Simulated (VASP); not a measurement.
Runs of VASP 6.6.1 on Nb2AlC. The structure is that of space group P6_3/mmc (No. 194), or close to it. The cells are those of the table. 

```tsv
cell	gap on the mesh (eV)	pressure (GPa)	largest force (eV/Å)
a = 3.164, b = 3.164, c = 14.121 Å, angles 90.0, 90.0, 120.0°, 8 atoms	none	-16.1	1.15
a = 3.123, b = 3.123, c = 13.938 Å, angles 90.0, 90.0, 120.0°, 8 atoms	none	-9.5	0.79
a = 3.143, b = 3.143, c = 14.030 Å, angles 90.0, 90.0, 120.0°, 8 atoms	none	(a)	0.98
a = 3.102, b = 3.102, c = 13.845 Å, angles 90.0, 90.0, 120.0°, 8 atoms	none	-5.6	0.58
a = 3.080, b = 3.080, c = 13.750 Å, angles 90.0, 90.0, 120.0°, 8 atoms	none	(b)	0.36
```

Alike in all rows: task single point; level LDA; potentials or basis VASP PAW LDA potentials, release 64 (Al, Nb_sv, C); no spin polarisation; k mesh 10 × 10 × 2; cutoff (eV) 520; smearing fermi-dirac 0.1 eV.

Estimate the missing entries.

(a) -13.0; (b) -1.2.

Caveats: the cell stands under tension (at least some runs); forces of over 1 eV/Å act on the atoms, so gaps and moduli don't describe the material at rest (at least some runs).

A k mesh can miss the band edges, and the runs leave out spin-orbit coupling on Nb.

A gap of «none» marks levels without a gap at the run's occupations.
